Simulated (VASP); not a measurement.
Li2Se (fluorite type), 3 atoms in the cell. Symmetry: Fm-3m, No. 225, cubic system. Conventional cell: a = 6.006 Å, b = 6.006 Å, c = 6.006 Å, α = 90.00°, β = 90.00°, γ = 90.00°. Se (site symmetry m-3m) has 8 Li at 2.60 Å within 3.4 Å. Li (site symmetry -43m) has 4 Se at 2.60 Å and 6 Li at 3.00 Å within 3.4 Å. 

* Program: VASP 6.6.1
* Task: electric field gradients
* Functional: PBE
* Potentials or basis: VASP PAW PBE potentials, release 64 (Se, Li_sv)
* Cutoff: 650 eV
* k mesh: 13 × 13 × 13
* Occupations: fermi-dirac, width 0.05 eV
* Spin: no spin polarisation
* Dipole correction: no
* Further INCAR settings: ALGO = Normal; EDIFF = 1e-08; NBANDS = 13

Potentials or basis: VASP PAW PBE potentials, release 64 (Se, Li_sv).

Run with:

```console
$ cat potpaw_PBE.64/Se/POTCAR potpaw_PBE.64/Li_sv/POTCAR > POTCAR
$ mpirun -np 1 vasp_std > vasp.out
```

Hardware: 1 thread of Intel(R) Xeon(R) Platinum 8559C (Emerald Rapids), with other jobs on the host.

How long does it take, and how much memory?

Wall time 49 s on 1 thread of Intel(R) Xeon(R) Platinum 8559C (Emerald Rapids), with other jobs on the host, peak memory 0.24 GiB. Counts: scf iterations 17, k points 84.
